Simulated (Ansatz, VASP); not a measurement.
NiRu: VASP beside Ansatz

POSCAR

```
NiRu
1.0
    2.5967929164      0.0000000000      0.0000000000
    0.0000000000      2.5967929164      0.0000000000
    0.0000000000      0.0000000000      3.6765105226
Ni Ru
1 1
Direct
    0.0000000000      0.0000000000      0.0000000000
    0.5000000000      0.5000000000      0.5000000000
```

The input INCAR.step1:

```
SYSTEM = NiRu
  PREC = Accurate
  ENCUT = 520
  ISMEAR = 0
  SIGMA = 0.1
  LREAL = .False.
  LASPH = .True.
  NELM = 100
  NBANDS = 19
  GGA = PE
  ALGO = Normal
  EDIFF = 1E-4
  LWAVE = .True.
  LCHARG = .False.
```

Contents of INCAR.step2:

```
SYSTEM = NiRu
  PREC = Accurate
  ENCUT = 520
  EDIFF = 1E-7
  ISMEAR = 0
  SIGMA = 0.1
  LREAL = .False.
  LASPH = .True.
  NELM = 100
  ALGO = Normal
  ISIF = 2
  LWAVE = .False.
  LCHARG = .True.
  METAGGA = R2SCAN
  LMIXTAU = .True.
  LELF = .True.
  LVHAR = .True.
  NBANDS = 19
  ISTART = 1
```

KPOINTS

```
Automatic mesh
0
Gamma
  16 16 12
  0 0 0
```

Input for Ansatz:

```yaml
crystal:
  lattice:
    - [2.5967929164, 0.0, 0.0]
    - [0.0, 2.5967929164, 0.0]
    - [0.0, 0.0, 3.6765105226]
  atoms:
    - { symbol: Ni, position: [0.0, 0.0, 0.0] }
    - { symbol: Ru, position: [0.5, 0.5, 0.5] }
basis:
  ecutwfc: 500
kpoints:
  mp_grid: { grid: [16, 16, 12] }
hamiltonian:
  xc: r2scan
scf:
  occupations: { method: gaussian, width: 0.1 }
  lower_state_search: "off"
output:
  forces: true
  stress: true
  eigenvalues: true
  write_density: true
  write_potential: true
  elf: true
  volumetric_format: npy
```

Alike in both runs: task single point; functional r2SCAN; k mesh 16 × 16 × 12; occupations gaussian, width 0.1 eV; no spin polarisation.

|  | VASP | Ansatz |
| --- | --- | --- |
| version | VASP 6.6.1 | Ansatz 0.2.0 |
| potentials or method | VASP PAW PBE potentials, release 64 (Ni, Ru_pv), cutoff 520 eV | scalar-relativistic, plane waves, PAW |
| valence electrons in the cell | 24 | 34 |

```csv
,VASP,Ansatz,Ansatz less VASP
gap on the k mesh at the Fermi level (eV),none,none,-
pressure (GPa),-6.6,-7.4,-0.82
"traceless stress, the component that is largest in VASP (GPa)",0.14,0.07,-0.064
```

VASP's potentials were made for PBE, not for r2SCAN. A gap of «none» marks a metal or a gap that the smearing closes. VASP's potentials hold 24 valence electrons a cell and Ansatz's 34, so a difference there can come from the potentials and not from the codes.
